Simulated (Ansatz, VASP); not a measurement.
# One calculation of SrAlH3, two programs

```
Sr Al H
1.0
     4.58546    0.00000    0.00000
     0.00000    4.58546    0.00000
     0.00000    0.00000    4.58546
Sr Al H
1 1 3
Cartesian
  2.2927 2.2927 2.2927
  0.0000 0.0000 0.0000
  0.0000 2.2927 2.2927
  2.2927 2.2927 -0.1000
  2.2927 0.0000 2.2927
```

Alike in both runs: task single point; functional PBE; k mesh 5 × 5 × 5; no spin polarisation.

|  | VASP | Ansatz |
| --- | --- | --- |
| version | VASP 6.6.1 | Ansatz 0.2.0 |
| potentials or method | VASP PAW PBE potentials, release 64 (Sr_sv, Al, H), cutoff 500 eV | plane waves, PAW |
| occupations | fermi-dirac, width 0.1 eV | fermi-dirac |
| valence electrons in the cell | 16 | 16 |

```csv
,VASP,Ansatz,Ansatz less VASP
rms of the force components (eV/Å),0.222,0.219,-0.0030
```

Atom by atom the forces differ by 0.003 eV/Å (rms over components).
